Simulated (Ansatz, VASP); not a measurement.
Ta in VASP and in Ansatz

File INCAR:

```
PREC = Accurate
ENCUT = 500
EDIFF = 1E-6
ISMEAR = -1
SIGMA = 0.08
LREAL = F
LASPH = T
NELM = 120
ALGO = Normal
ISIF = 2
LWAVE = F
LCHARG = T
GGA = CA
LELF = T
LVHAR = T
NBANDS = 12
GGA_COMPAT = F
```

Contents of KPOINTS:

```
regular mesh
0
Gamma
  18 18 18
```

File POSCAR:

```
Ta
1.0
   -1.5934046367      1.5934046367      1.5934046367
    1.5934046367     -1.5934046367      1.5934046367
    1.5934046367      1.5934046367     -1.5934046367
Ta
1
Direct
    0.0000000000      0.0000000000      0.0000000000
```

Input for Ansatz:

```yaml
crystal:
  lattice:
    - [-1.5934046367, 1.5934046367, 1.5934046367]
    - [1.5934046367, -1.5934046367, 1.5934046367]
    - [1.5934046367, 1.5934046367, -1.5934046367]
  atoms:
    - { symbol: Ta, position: [0.0, 0.0, 0.0] }
kpoints:
  mp_grid: { grid: [18, 18, 18] }
scf:
  occupations: { method: fermi_dirac, width: 0.08 }
hamiltonian:
  xc: lda
  pseudopotentials: { kind: paw }
output:
  forces: true
  stress: true
  eigenvalues: true
  populations: true
  write_density: true
  write_potential: true
  elf: true
  volumetric_format: npy
```

Change from the starting cell: volume scaled by 0.94, PAW files.

Alike in both runs: task single point; functional LDA; k mesh 18 × 18 × 18; occupations fermi-dirac, width 0.08 eV; no spin polarisation.

|  | VASP | Ansatz |
| --- | --- | --- |
| version | VASP 6.6.1 | Ansatz 0.2.0 |
| potentials or method | VASP PAW LDA potentials, release 64 (Ta_sv_GW) | PAW with Ansatz's default frozen-core files, scalar-relativistic |
| plane-wave cutoff (eV) | 500 | 420 |
| valence electrons in the cell | 13 | 13 |

|  | VASP | Ansatz | Ansatz less VASP |
| --- | --- | --- | --- |
| pressure (GPa) | 14.6 | 15.3 | +0.70 |

LDA's correlation is that of Perdew and Zunger in VASP and of Perdew and Wang (1992) in Ansatz.

Neither program's run includes spin-orbit coupling.
